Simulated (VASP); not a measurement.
Write the native input for VASP 6.6.1 that does the following.

- Task: single point
- Functional: PBE
- Potentials or basis: VASP PAW PBE potentials, release 64 (Sn_d, O)
- Cutoff: 520 eV
- k mesh: 6 × 6 × 8
- Occupations: gaussian, width 0.05 eV
- Spin: no spin polarisation
- Dipole correction: no
- Further INCAR settings: ALGO = Normal; EDIFF = 1e-06; NBANDS = 35

The structure of SnO2 lies in POSCAR:

```
SnO2
1.0
    4.8265176357      0.0000000000      0.0000000000
    0.0000000000      4.8283676035      0.0000000000
    0.0000000000      0.0000000000      3.2381666599
Sn O
2 4
Direct
    0.4884228734      0.4884327680      0.4700855243
   -0.0115771266     -0.0115672320     -0.0299144757
    0.3064962475      0.3066616298      0.0000000000
    0.8064962475      0.1933383702      0.5000000000
    0.1935037525      0.8066616298      0.5000000000
    0.6935037525      0.6933383702      0.0000000000
```

This cell differs from its parent crystal: all Sn atoms moved +0.125 Å, as atom 1 towards its neighbour atom 3 (O) at 2.089 Å.

One way to write it, as run:

INCAR

```
SYSTEM = SnO2
  PREC = Accurate
  ENCUT = 520
  EDIFF = 1E-6
  ISMEAR = 0
  SIGMA = 0.05
  LREAL = .False.
  LASPH = .True.
  NELM = 60
  ALGO = Normal
  ISIF = 2
  LWAVE = .False.
  LCHARG = .False.
  GGA = PE
  NBANDS = 35
```

KPOINTS

```
regular mesh
0
Gamma
  6 6 8
  0 0 0
```

Potentials or basis: VASP PAW PBE potentials, release 64 (Sn_d, O).

The run is started by

```sh
$ cat potpaw_PBE.64/Sn_d/POTCAR potpaw_PBE.64/O/POTCAR > POTCAR
$ mpirun -np 1 vasp_std > vasp.out
```

Results of the run:

| Quantity | Value |
| --- | --- |
| Pressure | 2.4 GPa |
| Largest force | 2.200 eV/Å |
| Band gap on the k mesh | 0.68 eV |

Caveat: the cell differs from its parent crystal (all Sn atoms moved +0.125 Å, as atom 1 towards its neighbour atom 3 (O) at 2.089 Å); semilocal functionals underestimate gaps, and a narrow one can read as zero; spin-orbit coupling is left out, which moves the levels of the heavy elements; forces of over 1 eV/Å act on the atoms, so gaps and moduli don't describe the material at rest.

Run time: 7.7 min on 1 thread of Oxide Virtual Turin-like Processor, with other jobs on the host, peak memory 0.36 GiB.
